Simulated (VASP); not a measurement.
# Sr (P6_3/mmc) in VASP: further runs

Sr is run at these levels: PBE; tasks: single point.

All numbers are computed with VASP 6.6.1; they aren't measurements. Logs are shortened: lines on timing, memory, paths and dates and some standing lists are left out, and cuts for length are marked.

## 1. The cell of the first run

The structure is hexagonal, space group P6_3/mmc (No. 194). The conventional cell has a = 4.339 Å, b = 4.339 Å, c = 7.097 Å, α = 90.00°, β = 90.00°, γ = 120.00°. Sr (site symmetry -6m2) has 12 Sr at 4.34 Å within 5.7 Å.

## 2. Single point, PBE (volume scaled by 1.02)

The input, INCAR:

```
SYSTEM = Sr
  ALGO = Normal
  EDIFF = 1E-6
  ENCUT = 520
  GGA = PE
  ISIF = 2
  ISMEAR = -1
  LASPH = .TRUE.
  LCHARG = .FALSE.
  LREAL = .FALSE.
  LWAVE = .FALSE.
  NBANDS = 17
  NELM = 100
  PREC = Accurate
  SIGMA = 0.08
```

The input, KPOINTS:

```
k-points
0
G
  10 10 5
  0 0 0
```

The input, POSCAR:

```
Sr
1.0
    4.3385441004      0.0000000000      0.0000000000
   -2.1692720502      3.7572894063      0.0000000000
    0.0000000000      0.0000000000      7.0966901024
Sr
2
Direct
    0.3333333333      0.6666666667      0.2500000000
    0.6666666667      0.3333333333      0.7500000000
```

Potentials or basis: VASP PAW PBE potentials, release 64 (Sr_sv).

Started as:

```
$ cat potpaw_PBE.64/Sr_sv/POTCAR > POTCAR
$ mpirun -np 1 vasp_std > vasp.out
```

OUTCAR:

```text
SYSTEM = Sr
   EDIFF = 1E-6
   ENCUT = 520
   GGA = PE
   ISIF = 2
   ISMEAR = -1
   LASPH = .TRUE.
   LREAL = .FALSE.
   NELM = 100
   PREC = Accurate

 ion  position               nearest neighbor table
   1  0.333  0.667  0.250-   2 4.34   2 4.34   2 4.34   2 4.34   2 4.34   2 4.34
   2  0.667  0.333  0.750-   1 4.34   1 4.34   1 4.34   1 4.34   1 4.34   1 4.34

  LATTYP: Found a hexagonal cell.
 ALAT       =     4.3385441004
 C/A-ratio  =     1.6357307747

  Lattice vectors:

 A1 = (   4.3385441004,   0.0000000000,   0.0000000000)
 A2 = (  -2.1692720502,   3.7572894063,   0.0000000000)
 A3 = (   0.0000000000,   0.0000000000,   7.0966901024)

Analysis of symmetry for initial positions (statically):
=====================================================================
 Subroutine PRICEL returns:
 Original cell was already a primitive cell.

 Routine SETGRP: Setting up the symmetry group for a
 hexagonal supercell.

 Subroutine GETGRP returns: Found 24 space group operations
 (whereof 12 operations were pure point group operations)
 out of a pool of 24 trial point group operations.

The static configuration has the point symmetry D_3d.
 The point group associated with its full space group is D_6h.

Analysis of symmetry for dynamics (positions and initial velocities):
=====================================================================
 Subroutine PRICEL returns:
 Original cell was already a primitive cell.

 Routine SETGRP: Setting up the symmetry group for a
 hexagonal supercell.

 Subroutine GETGRP returns: Found 24 space group operations
 (whereof 12 operations were pure point group operations)
 out of a pool of 24 trial point group operations.

The dynamic configuration has the point symmetry D_3d.
 The point group associated with its full space group is D_6h.

 Subroutine INISYM returns: Found 24 space group operations
 (whereof 12 operations are pure point group operations),
 and found     1 'primitive' translations

----------------------------------------------------------------------------------------

                                     Primitive cell

  volume of cell :     115.6843

  direct lattice vectors                    reciprocal lattice vectors
     4.338544100  0.000000000  0.000000000     0.230492068  0.133074657  0.000000000
    -2.169272050  3.757289406  0.000000000     0.000000000  0.266149315  0.000000000
     0.000000000  0.000000000  7.096690102     0.000000000  0.000000000  0.140910761

  length of vectors
     4.338544100  4.338544100  7.096690102     0.266149315  0.266149315  0.140910761

  position of ions in fractional coordinates (direct lattice)
     0.333333333  0.666666667  0.250000000
     0.666666667  0.333333333  0.750000000

  ion indices of the primitive-cell ions
   primitive index   ion index
                 1           1
                 2           2

----------------------------------------------------------------------------------------

 KPOINTS: k-points

Automatic generation of k-mesh.
 Grid dimensions read from file:
 generate k-points for:   10   10    5

 Generating k-lattice:

  Cartesian coordinates                     Fractional coordinates (reciprocal lattice)
     0.023049207  0.013307466  0.000000000     0.100000000 -0.000000000  0.000000000
     0.000000000  0.026614931  0.000000000     0.000000000  0.100000000  0.000000000
     0.000000000  0.000000000  0.028182152     0.000000000  0.000000000  0.200000000

  Length of vectors
     0.026614931  0.026614931  0.028182152

  Shift w.r.t. Gamma in fractional coordinates (k-lattice)
     0.000000000  0.000000000  0.000000000

 Subroutine IBZKPT returns following result:
 ===========================================

 Found     42 irreducible k-points:

 Following reciprocal coordinates:
            Coordinates               Weight
  0.000000  0.000000  0.000000      1.000000
  0.100000  0.000000  0.000000      6.000000
  0.200000  0.000000  0.000000      6.000000
  0.300000 -0.000000  0.000000      6.000000
  0.400000 -0.000000  0.000000      6.000000
  0.500000  0.000000  0.000000      3.000000
[... 16 lines left out ...]
  0.300000  0.100000  0.200000     24.000000
  0.400000  0.100000  0.200000     24.000000
 [... further k-points ...]
   k-points           NKPTS =     42   k-points in BZ     NKDIM =     42   number of bands    NBANDS=     17
   number of dos      NEDOS =    301   number of ions     NIONS =      2
   total plane-waves  NPLWV =  55296
   dimension x,y,z NGX =    32 NGY =   32 NGZ =   54
   dimension x,y,z NGXF=    64 NGYF=   64 NGZF=  108
   ions per type =               2
   NGX,Y,Z   is equivalent  to a cutoff of  12.26, 12.26, 12.65 a.u.
   NGXF,Y,Z  is equivalent  to a cutoff of  24.52, 24.52, 25.30 a.u.
 SYSTEM =  Sr
   PREC   = accura    normal or accurate (medium, high low for compatibility)
   ISTART =      0    job   : 0-new  1-cont  2-samecut
   ICHARG =      2    charge: 1-file 2-atom 10-const
   ISPIN  =      1    spin polarized calculation?
   LNONCOLLINEAR =      F non collinear calculations
   LSORBIT =      F    spin-orbit coupling
   LASPH  =      T    aspherical Exc in radial PAW
   ENCUT  =  520.0 eV  38.22 Ry    6.18 a.u.   8.07  8.07 13.20*2*pi/ulx,y,z
   NELM   =    100;   NELMIN=  2; NELMDL= -5     # of ELM steps
   EDIFF  = 0.1E-05   stopping-criterion for ELM
   LREAL  =      F    real-space projection
[... 7 lines left out ...]
   TEBEG  =    0.0;   TEEND  =   0.0 temperature during run
   PSTRESS=    0.0 pullay stress
   NELECT =      20.0000    total number of electrons
   NUPDOWN=      -1.0000    fix difference up-down
   EMIN   =  10.00;   EMAX   =-10.00  energy-range for DOS
   EFERMI =   0.00;   METHOD = LEGACY
   ISMEAR =    -1;   SIGMA  =   0.08  broadening in eV -4-tet -1-fermi 0-gaus
   EFERMI_NEDOS =   21; number of points for ismear=-14 and -15
   IALGO  =     38    algorithm
   IMIX   =      4    mixing-type and parameters
     AMIX     =   0.40;   BMIX     =  1.00
     AMIX_MAG =   1.60;   BMIX_MAG =  1.00
  volume/ion in A,a.u.               =      57.84       390.34
  Fermi-wavevector in a.u.,A,eV,Ry     =   0.911997  1.723424 11.316485  0.831738
  Thomas-Fermi vector in A             =   2.036341
   LORBIT       =      0    0 simple, 1 ext, 2 COOP (PROOUT), +10 PAW based schemes
   GGA     = PE    functional components
   LHFCALC =     F    Hartree Fock is set to
   AEXX    =    0.0000 exact exchange contribution
   IVDW    =     0    specifies the selected vdW correction
   LEPSILON=     F    determine dielectric tensor
   LRPA    =     F    only Hartree local field effects (RPA)
 non-spin polarized calculation
  energy-cutoff  :      520.00
  volume of cell :      115.68
 maximum number of plane-waves:      3134
   NGX = 17   NGY = 17   NGZ = 27

 number of electron      20.0000000 magnetization

 Free energy of the ion-electron system (eV)
  ---------------------------------------------------
  ext. energy  EPLUGINS =         0.00000000
  ---------------------------------------------------
  free energy    TOTEN  =        -3.28877989 eV

  energy without entropy =       -3.22818046  energy(sigma->0) =       -3.25848017

 E-fermi :   1.4180     XC(G=0):  -7.1992

 val. band max:        1.4165913356   @ k =   0.0000   0.0000   0.0000
 cond. band min:       1.4223072647   @ k =   0.2000   0.1000   0.0000
 fundamental gap:      0.0057159291
 Fermi energy:         1.4179927747

 k-point     1 :       0.0000    0.0000    0.0000
  band No.  band energies     occupation
      1     -35.2978      2.00000
      2     -35.2870      2.00000
      3     -17.3520      2.00000
      4     -17.2173      2.00000
      5     -17.2173      2.00000
      6     -17.1948      2.00000
[... 9 lines left out ...]
     16       4.0514      0.00000
     17       4.5461      0.00000

 k-point     2 :       0.1000    0.0000    0.0000
  band No.  band energies     occupation
      1     -35.2969      2.00000
      2     -35.2866      2.00000
      3     -17.3469      2.00000
      4     -17.2291      2.00000
      5     -17.2210      2.00000
      6     -17.2071      2.00000
[... 9 lines left out ...]
     16       4.1800      0.00000
     17       4.2980      0.00000

 k-point     3 :       0.2000    0.0000    0.0000
  band No.  band energies     occupation
      1     -35.2944      2.00000
      2     -35.2854      2.00000
      3     -17.3326      2.00000
      4     -17.2603      2.00000
      5     -17.2388      2.00000
      6     -17.2306      2.00000
[... 9 lines left out ...]
     16       4.1518      0.00000
     17       4.2281      0.00000

 k-point     4 :       0.3000   -0.0000    0.0000
  band No.  band energies     occupation
      1     -35.2911      2.00000
      2     -35.2842      2.00000
      3     -17.3122      2.00000
      4     -17.2991      2.00000
      5     -17.2767      2.00000
      6     -17.2420      2.00000
[... 9 lines left out ...]
     16       4.6514      0.00000
     17       4.7294      0.00000

 k-point     5 :       0.4000   -0.0000    0.0000
  band No.  band energies     occupation
      1     -35.2882      2.00000
      2     -35.2835      2.00000
      3     -17.3306      2.00000
      4     -17.3067      2.00000
      5     -17.2913      2.00000
      6     -17.2511      2.00000
[... 9 lines left out ...]
     16       5.1453      0.00000
     17       5.4848      0.00000

 k-point     6 :       0.5000    0.0000    0.0000
  band No.  band energies     occupation
      1     -35.2869      2.00000
      2     -35.2834      2.00000
      3     -17.3426      2.00000
      4     -17.3179      2.00000
      5     -17.2807      2.00000
      6     -17.2545      2.00000
[... 9 lines left out ...]
     16       5.5449      0.00000
     17       6.1506      0.00000

 k-point     7 :       0.1000    0.1000    0.0000
  band No.  band energies     occupation
      1     -35.2952      2.00000
      2     -35.2858      2.00000
      3     -17.3371      2.00000
      4     -17.2481      2.00000
      5     -17.2366      2.00000
      6     -17.2209      2.00000
[... 9 lines left out ...]
     16       4.0763      0.00000
     17       4.1648      0.00000

 k-point     8 :       0.2000    0.1000    0.0000
  band No.  band energies     occupation
      1     -35.2923      2.00000
      2     -35.2846      2.00000
      3     -17.3197      2.00000
      4     -17.2802      2.00000
      5     -17.2668      2.00000
      6     -17.2362      2.00000
[... 9 lines left out ...]
     16       4.3749      0.00000
     17       4.5424      0.00000
[... 203 lines left out ...]
      1     -35.2877      2.00000
      2     -35.2839      2.00000
      3     -17.3389      2.00000
      4     -17.3163      2.00000
      5     -17.2733      2.00000
      6     -17.2477      2.00000
[... 9 lines left out ...]
     16       5.0874      0.00000
     17       5.1751      0.00000

 k-point    20 :       0.5000    0.0000    0.2000
  band No.  band energies     occupation
      1     -35.2866      2.00000
      2     -35.2837      2.00000
      3     -17.3491      2.00000
      4     -17.3273      2.00000
      5     -17.2668      2.00000
      6     -17.2510      2.00000
[... 9 lines left out ...]
     16       5.3893      0.00000
     17       5.4485      0.00000

 k-point    21 :       0.1000    0.1000    0.2000
  band No.  band energies     occupation
      1     -35.2943      2.00000
      2     -35.2867      2.00000
      3     -17.3263      2.00000
      4     -17.2439      2.00000
      5     -17.2404      2.00000
      6     -17.2239      2.00000
[... 9 lines left out ...]
     16       4.1712      0.00000
     17       4.5078      0.00000

 k-point    22 :       0.2000    0.1000    0.2000
  band No.  band energies     occupation
      1     -35.2915      2.00000
      2     -35.2853      2.00000
      3     -17.3179      2.00000
      4     -17.2754      2.00000
      5     -17.2668      2.00000
      6     -17.2366      2.00000
[... 9 lines left out ...]
     16       4.3813      0.00000
     17       4.6863      0.00000

 k-point    23 :       0.3000    0.1000    0.2000
  band No.  band energies     occupation
      1     -35.2886      2.00000
      2     -35.2842      2.00000
      3     -17.3261      2.00000
      4     -17.3049      2.00000
      5     -17.2757      2.00000
      6     -17.2490      2.00000
[... 9 lines left out ...]
     16       4.7172      0.00000
     17       5.1889      0.00000

 k-point    24 :       0.4000    0.1000    0.2000
  band No.  band energies     occupation
      1     -35.2866      2.00000
      2     -35.2837      2.00000
      3     -17.3425      2.00000
      4     -17.3216      2.00000
      5     -17.2701      2.00000
      6     -17.2535      2.00000
[... 9 lines left out ...]
     16       5.0910      0.00000
     17       5.3888      0.00000

 [... further k-points ...]

------------------------ aborting loop because EDIFF is reached ----------------------------------------

  FORCE on cell =-STRESS in cart. coord.  units (eV):
  Direction    XX          YY          ZZ          XY          YZ          ZX
  --------------------------------------------------------------------------------------
  -------------------------------------------------------------------------------------
  Total       -0.3760280     -0.3760280     -0.2900973      0.0000000      0.0000000      0.0000000
  in kB       -5.2078232     -5.2078232     -4.0177210      0.0000000      0.0000000      0.0000000
  external PRESSURE =      -4.8111225 kB  Pullay stress =       0.0000000 kB

 VOLUME and BASIS-vectors are now :
 -----------------------------------------------------------------------------
  energy-cutoff  :      520.00
  volume of cell :      115.68
      direct lattice vectors                 reciprocal lattice vectors
     4.338544100  0.000000000  0.000000000     0.230492068  0.133074657  0.000000000
    -2.169272050  3.757289406  0.000000000     0.000000000  0.266149315  0.000000000
     0.000000000  0.000000000  7.096690102     0.000000000  0.000000000  0.140910761

 POSITION                                       TOTAL-FORCE (eV/Angst)
 -----------------------------------------------------------------------------------
     -0.00000      2.50486      1.77417         0.000000     -0.000000      0.000000
      2.16927      1.25243      5.32252        -0.000000      0.000000      0.000000
 -----------------------------------------------------------------------------------
    total drift:                               -0.000000      0.000000     -0.000000

  FREE ENERGIE OF THE ION-ELECTRON SYSTEM (eV)
  ---------------------------------------------------
  free  energy   TOTEN  =        -3.2887798903 eV

  energy  without entropy=       -3.2281804586  energy(sigma->0) =       -3.25848017
```

Wall time 48 s (1 thread of Intel Xeon 6975P-C, shared host); peak memory 0.26 GiB.

Results:

```
Free energy            : -3.2888 eV
Pressure               : -0.5 GPa
Band gap on the k mesh : zero (band 10 reaches 1.54 eV, above the bottom of band 11 at 1.41 eV)
```

Stress tensor (GPa, compression positive):
```
-0.52  0.00  0.00
 0.00 -0.52  0.00
 0.00  0.00 -0.40
```

Levels at points of the mesh, in eV from the Fermi level:
```tsv
k point	band 7	band 8	band 9	band 10	band 11	band 12	band 13	band 14
(0.00, 0.00, 0.00)	-18.61	-18.61	-3.57	-1.11	0.00	2.25	2.25	2.25
(0.50, 0.00, 0.00)	-18.65	-18.64	-1.11	-0.55	0.11	0.26	1.26	1.81
```

## 3. Single point, PBE (volume scaled by 1.04)

The input, INCAR:

```
PREC = Accurate
ENCUT = 520
EDIFF = 1E-6
ISMEAR = -1
SIGMA = 0.08
LREAL = F
LASPH = T
NELM = 80
ALGO = Normal
ISIF = 2
LWAVE = F
LCHARG = F
GGA = PE
NBANDS = 17
```

The input, KPOINTS:

```
regular mesh
0
Gamma
  10 10 5
```

The input, POSCAR:

```
Sr
1.0
    4.3667172541      0.0000000000      0.0000000000
   -2.1833586271      3.7816880731      0.0000000000
    0.0000000000      0.0000000000      7.1427737969
Sr
2
Direct
    0.3333333333      0.6666666667      0.2500000000
    0.6666666667      0.3333333333      0.7500000000
```

Potentials or basis: VASP PAW PBE potentials, release 64 (Sr_sv).

Started as:

```
$ cat potpaw_PBE.64/Sr_sv/POTCAR > POTCAR
$ mpirun -np 1 vasp_std > vasp.out
```

Run time: 42 s. Hardware: 1 thread of Intel Xeon 6975P-C, shared host; peak memory 0.26 GiB.

Results (log left out):

| Quantity | Value |
| --- | --- |
| Free energy | -3.2807 eV |
| Pressure | -0.7 GPa |
| Band gap on the k mesh | zero (band 10 reaches 1.47 eV, above the bottom of band 11 at 1.33 eV) |

Stress tensor (GPa, compression positive):
```
-0.71  0.00  0.00
 0.00 -0.71  0.00
 0.00  0.00 -0.60
```

Levels at points of the mesh, in eV from the Fermi level:
| k point | band 6 | band 7 | band 8 | band 9 | band 10 | band 11 | band 12 | band 13 | band 14 | band 15 |
| --- | --- | --- | --- | --- | --- | --- | --- | --- | --- | --- |
| (0.00, 0.00, 0.00) | -18.65 | -18.65 | -18.65 | -3.54 | -1.10 | -0.02 | 2.23 | 2.23 | 2.23 | 2.61 |
| (0.50, 0.00, 0.00) | -18.71 | -18.69 | -18.68 | -1.10 | -0.56 | 0.13 | 0.27 | 1.24 | 1.78 | 2.13 |
